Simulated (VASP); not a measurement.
# Ti8C5 (R-3m) in VASP: a series of runs, part 2 of 3

VASP 6.6.1. Earlier steps stand in the parts before.

## (4) Single point, PBEsol (13.28 Å³/atom)

This run uses another cell than the first one, of 13.28 Å³/atom.

Contents of INCAR:

```
PREC = Accurate
ENCUT = 520
EDIFF = 1E-7
ISMEAR = 0
SIGMA = 0.1
LREAL = F
LASPH = T
NELM = 60
ALGO = Normal
ISIF = 2
LWAVE = F
LCHARG = F
GGA = PS
NBANDS = 70
```

Contents of KPOINTS:

```
Automatic mesh
0
Gamma
  6 6 6
```

Contents of POSCAR:

```
Ti8C5
1.0
    3.1242996194      1.8038152263      5.1039381196
   -3.1242996194      1.8038152263      5.1039381196
    0.0000000000     -3.6076304526      5.1039381195
Ti C
8 5
Direct
    0.2500206367      0.7692769000      0.2500206367
    0.2500206367      0.2500206367      0.7692769000
    0.7692769000      0.2500206367      0.2500206367
    0.2307231000      0.7499793633      0.7499793633
    0.7499793633      0.2307231000      0.7499793633
    0.7499793633      0.7499793633      0.2307231000
    0.2412542957      0.2412542957      0.2412542957
    0.7587457043      0.7587457043      0.7587457043
    0.0000000000      0.0000000000      0.5000000000
    0.5000000000      0.0000000000      0.0000000000
    0.0000000000      0.5000000000      0.0000000000
    0.5000000000      0.5000000000      0.5000000000
    0.0000000000      0.0000000000      0.0000000000
```

Potentials or basis: VASP PAW PBE potentials, release 64 (Ti_sv, C).

Run with:

```console
> cat potpaw_PBE.64/Ti_sv/POTCAR potpaw_PBE.64/C/POTCAR > POTCAR
> mpirun -np 1 vasp_std > vasp.out
```

OUTCAR:

```text
PREC = Accurate
   ENCUT = 520
   EDIFF = 1E-7
   ISMEAR = 0
   LREAL = F
   LASPH = T
   NELM = 60
   ISIF = 2
   GGA = PS

 ion  position               nearest neighbor table
   1  0.250  0.769  0.250-   9 2.13  10 2.13  12 2.21  13 2.21   7 2.90
   2  0.250  0.250  0.769-  10 2.13  11 2.13  12 2.21  13 2.21   7 2.90
   3  0.769  0.250  0.250-   9 2.13  11 2.13  12 2.21  13 2.21   7 2.90
   4  0.231  0.750  0.750-   9 2.13  11 2.13  12 2.21  13 2.21   8 2.90
   5  0.750  0.231  0.750-   9 2.13  10 2.13  12 2.21  13 2.21   8 2.90
   6  0.750  0.750  0.231-  10 2.13  11 2.13  12 2.21  13 2.21   8 2.90
   7  0.241  0.241  0.241-  10 2.13  11 2.13   9 2.13   2 2.90   3 2.90   1 2.90
   8  0.759  0.759  0.759-  10 2.13  11 2.13   9 2.13   6 2.90   4 2.90   5 2.90
   9  0.000  0.000  0.500-   1 2.13   3 2.13   4 2.13   5 2.13   7 2.13   8 2.13
  10  0.500  0.000  0.000-   2 2.13   6 2.13   5 2.13   1 2.13   7 2.13   8 2.13
  11  0.000  0.500  0.000-   2 2.13   6 2.13   4 2.13   3 2.13   7 2.13   8 2.13
  12  0.500  0.500  0.500-   1 2.21   3 2.21   4 2.21   5 2.21   2 2.21   6 2.21
  13  0.000  0.000  0.000-   1 2.21   3 2.21   4 2.21   5 2.21   2 2.21   6 2.21

  LATTYP: Found a trigonal (rhomboedric) cell.
 ALAT       =     6.2502145412
 COS(alpha) =     0.5002584061

  Lattice vectors:

 A1 = (   3.1242996194,   1.8038152263,   5.1039381196)
 A2 = (  -3.1242996194,   1.8038152263,   5.1039381196)
 A3 = (   0.0000000000,  -3.6076304526,   5.1039381195)

Analysis of symmetry for initial positions (statically):
=====================================================================
 Subroutine PRICEL returns:
 Original cell was already a primitive cell.

 Routine SETGRP: Setting up the symmetry group for a
 trigonal (rhombohedral) supercell.

 Subroutine GETGRP returns: Found 12 space group operations
 (whereof 12 operations were pure point group operations)
 out of a pool of 12 trial point group operations.

The static configuration has the point symmetry D_3d.

Analysis of symmetry for dynamics (positions and initial velocities):
[... 168 lines left out ...]
 maximum number of plane-waves:      4696
 NGX is ok and might be reduce to    48
   NGX = 23   NGY = 23   NGZ = 23

 number of electron     115.9999994 magnetization

 Free energy of the ion-electron system (eV)
  ---------------------------------------------------
  ext. energy  EPLUGINS =         0.00000000
  ---------------------------------------------------
  free energy    TOTEN  =      -124.63014236 eV

  energy without entropy =     -124.60376997  energy(sigma->0) =     -124.61695616

 E-fermi :   7.5463     XC(G=0): -11.7572

 val. band max:        7.5323283838   @ k =   0.5000   0.5000   0.1667
 cond. band min:       7.6061491829   @ k =  -0.3333   0.3333   0.0000
 fundamental gap:      0.0738207991
 Fermi energy:         7.5462790688

 k-point     1 :       0.0000    0.0000    0.0000
  band No.  band energies     occupation
      1     -49.0203      2.00000
      2     -49.0050      2.00000
      3     -48.9059      2.00000
      4     -48.8799      2.00000
      5     -48.8796      2.00000
      6     -48.8796      2.00000
[... 1741 lines left out ...]
     69       9.6761      0.00000
     70       9.9288      0.00000

 [... further k-points ...]

------------------------ aborting loop because EDIFF is reached ----------------------------------------

  FORCE on cell =-STRESS in cart. coord.  units (eV):
  Direction    XX          YY          ZZ          XY          YZ          ZX
  --------------------------------------------------------------------------------------
  -------------------------------------------------------------------------------------
  Total      -14.7451317    -14.7451317    -14.7587037      0.0000000     -0.0000000      0.0000000
  in kB     -136.8856312   -136.8856312   -137.0116261      0.0000000     -0.0000000      0.0000000
  external PRESSURE =    -136.9276295 kB  Pullay stress =       0.0000000 kB

 VOLUME and BASIS-vectors are now :
 -----------------------------------------------------------------------------
  energy-cutoff  :      520.00
  volume of cell :      172.58
      direct lattice vectors                 reciprocal lattice vectors
     3.124299619  1.803815226  5.103938120     0.160035868  0.092396751  0.065309047
    -3.124299619  1.803815226  5.103938120    -0.160035868  0.092396751  0.065309047
     0.000000000 -3.607630453  5.103938120     0.000000000 -0.184793502  0.065309047

 POSITION                                       TOTAL-FORCE (eV/Angst)
 -----------------------------------------------------------------------------------
     -1.62231      0.93664      6.47852         0.007248     -0.004184     -0.016339
      0.00000     -1.87328      6.47852        -0.000000      0.008369     -0.016339
      1.62231      0.93664      6.47852        -0.007248     -0.004184     -0.016339
     -1.62231     -0.93664      8.83329         0.007248      0.004184      0.016339
      1.62231     -0.93664      8.83329        -0.007248      0.004184      0.016339
      0.00000      1.87328      8.83329        -0.000000     -0.008369      0.016339
      0.00000      0.00000      3.69404        -0.000000      0.000000      0.020013
      0.00000      0.00000     11.61777        -0.000000      0.000000     -0.020013
      0.00000     -1.80382      2.55197        -0.000000      0.000000     -0.000000
      1.56215      0.90191      2.55197        -0.000000      0.000000     -0.000000
     -1.56215      0.90191      2.55197        -0.000000      0.000000     -0.000000
      0.00000      0.00000      7.65591        -0.000000      0.000000     -0.000000
      0.00000      0.00000      0.00000        -0.000000      0.000000     -0.000000
 -----------------------------------------------------------------------------------
    total drift:                                0.000000      0.000000     -0.000000

  FREE ENERGIE OF THE ION-ELECTRON SYSTEM (eV)
  ---------------------------------------------------
  free  energy   TOTEN  =      -124.6301423574 eV

  energy  without entropy=     -124.6037699693  energy(sigma->0) =     -124.61695616
```

It took 5.8 min on 1 thread of Intel Xeon 6975P-C (Granite Rapids), shared host; peak memory 0.48 GiB.

What came out:

- Free energy: -124.6301 eV
- Pressure: -13.7 GPa
- Largest force: 0.020 eV/Å
- Band gap on the k mesh: zero (bands 58 and 59 overlap by 0.03 eV)

Forces on the atoms (eV/Å):
```
Ti   0.007 -0.004 -0.016
Ti   0.000  0.008 -0.016
Ti  -0.007 -0.004 -0.016
Ti   0.007  0.004  0.016
Ti  -0.007  0.004  0.016
Ti   0.000 -0.008  0.016
Ti   0.000  0.000  0.020
Ti   0.000  0.000 -0.020
C    0.000  0.000  0.000
C    0.000  0.000  0.000
C    0.000  0.000  0.000
C    0.000  0.000  0.000
C    0.000  0.000  0.000
```

Levels at points of the mesh, in eV from the Fermi level:
| k point | band 55 | band 56 | band 57 | band 58 | band 59 | band 60 | band 61 | band 62 |
| --- | --- | --- | --- | --- | --- | --- | --- | --- |
| (0.00, 0.00, 0.00) | -0.99 | -0.99 | -0.49 | -0.49 | 0.67 | 0.67 | 0.83 | 1.81 |
| (0.50, 0.00, 0.00) | -0.69 | -0.40 | -0.22 | -0.16 | 0.23 | 0.67 | 0.80 | 0.80 |
| (0.50, 0.50, 0.00) | -0.51 | -0.45 | -0.44 | -0.25 | 0.26 | 0.46 | 0.47 | 0.87 |
| (0.50, 0.50, 0.50) | -0.75 | -0.75 | -0.57 | -0.57 | 0.38 | 0.82 | 0.82 | 1.33 |

Caveat: the cell stands under tension; the PAW data sets were made with another functional, which shifts forces and pressure a little.

## (5) Single point, PBEsol

This run uses another cell than the first one, of 12.07 Å³/atom.

Contents of INCAR:

```
SYSTEM = Ti8C5
ALGO = Normal ; EDIFF = 1E-7
ENCUT = 520 ; GGA = PS
ISIF = 2 ; ISMEAR = 0
LASPH = .True. ; LCHARG = .False.
LREAL = .False. ; LWAVE = .False.
NBANDS = 70 ; NELM = 100
PREC = Accurate ; SIGMA = 0.1
```

Contents of KPOINTS:

```
k-points
0
Gamma
  6 6 6
  0 0 0
```

Contents of POSCAR:

```
Ti8C5
1.0
    3.0374171301      1.7536535977      4.9091826533
   -3.0374171301      1.7536535977      4.9091826533
    0.0000000000     -3.5073071955      4.9091826533
Ti C
8 5
Direct
    0.2497092250      0.7631112580      0.2497092250
    0.2497092250      0.2497092250      0.7631112580
    0.7631112580      0.2497092250      0.2497092250
    0.2368887420      0.7502907750      0.7502907750
    0.7502907750      0.2368887420      0.7502907750
    0.7502907750      0.7502907750      0.2368887420
    0.2447148956      0.2447148956      0.2447148956
    0.7552851044      0.7552851044      0.7552851044
    0.0000000000      0.0000000000      0.5000000000
    0.5000000000      0.0000000000      0.0000000000
    0.0000000000      0.5000000000      0.0000000000
    0.5000000000      0.5000000000      0.5000000000
    0.0000000000      0.0000000000      0.0000000000
```

Run with:

```console
> cat potpaw_PBE.64/Ti_sv/POTCAR potpaw_PBE.64/C/POTCAR > POTCAR
> mpirun -np 1 vasp_std > vasp.out
```

It took 7 min on 1 thread of AMD EPYC 9R45 (Zen 5), shared host; peak memory 0.43 GiB.

The run converged. Its results:

| Item | Value |
| --- | --- |
| Free energy | -125.3527 eV |
| Pressure | 0.2 GPa |
| Largest force | 0.025 eV/Å |
| Band gap on the k mesh | zero (bands 58 and 59 overlap by 0.06 eV) |

Forces in eV/Å, atoms in the order of the input:
```
Ti   0.010 -0.006 -0.017
Ti   0.000  0.011 -0.017
Ti  -0.010 -0.006 -0.017
Ti   0.010  0.006  0.017
Ti  -0.010  0.006  0.017
Ti   0.000 -0.011  0.017
Ti   0.000  0.000  0.025
Ti   0.000  0.000 -0.025
C    0.000  0.000  0.000
C    0.000  0.000  0.000
C    0.000  0.000  0.000
C    0.000  0.000  0.000
C    0.000  0.000  0.000
```

Levels at points of the mesh, in eV from the Fermi level:
```csv
k point,band 55,band 56,band 57,band 58,band 59,band 60,band 61,band 62
"(0.00, 0.00, 0.00)",-0.90,-0.90,-0.61,-0.61,0.73,0.73,0.90,2.02
"(0.50, 0.00, 0.00)",-0.84,-0.48,-0.23,-0.22,0.28,0.82,0.85,0.89
"(0.50, 0.50, 0.00)",-0.66,-0.59,-0.53,-0.30,0.34,0.37,0.51,0.83
"(0.50, 0.50, 0.50)",-0.75,-0.75,-0.75,-0.75,0.25,0.88,0.88,1.46
```

Caveat: the PAW data sets were made with another functional, which shifts forces and pressure a little.

(Part 2 of 3 ends here.)

The gap in the log of VASP goes by the Fermi energy; the results here count the filled bands.